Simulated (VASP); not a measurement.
The system is Li2Se.

```
Li Se
1.0
     0.00000    2.99266    2.99266
     2.99266    0.00000    2.99266
     2.99266    2.99266    0.00000
Li Se
2 1
Direct
  0.25000 0.25000 0.25000
  0.75000 0.75000 0.75000
  0.00000 0.00000 0.00000
```

Base run:

* Program: VASP 6.6.1
* Functional: RPBE
* Potentials or basis: VASP PAW PBE potentials, release 64 (Li_sv, Se)
* Cutoff: 750 eV
* k mesh: 8 × 8 × 8
* Occupations: methfessel-paxton, width 0.05 eV
* Spin: no spin polarisation

Its results: band gap on the k mesh 3.11 eV, indirect (least direct gap 3.60 eV); pressure 1.6 GPa.

Problem. The run is repeated on the same cell with these changes: functional from RPBE to r2SCAN; cutoff from 750 eV to 830 eV; occupations from methfessel-paxton, width 0.05 eV to gaussian, width 0.05 eV. What comes out?

Solution. Band gap on the k mesh 3.46 eV, indirect (least direct gap 4.18 eV); pressure -0.1 GPa.

Caveats: the PAW data sets were made with another functional, which shifts forces and pressure a little.

A k mesh can miss the band edges.
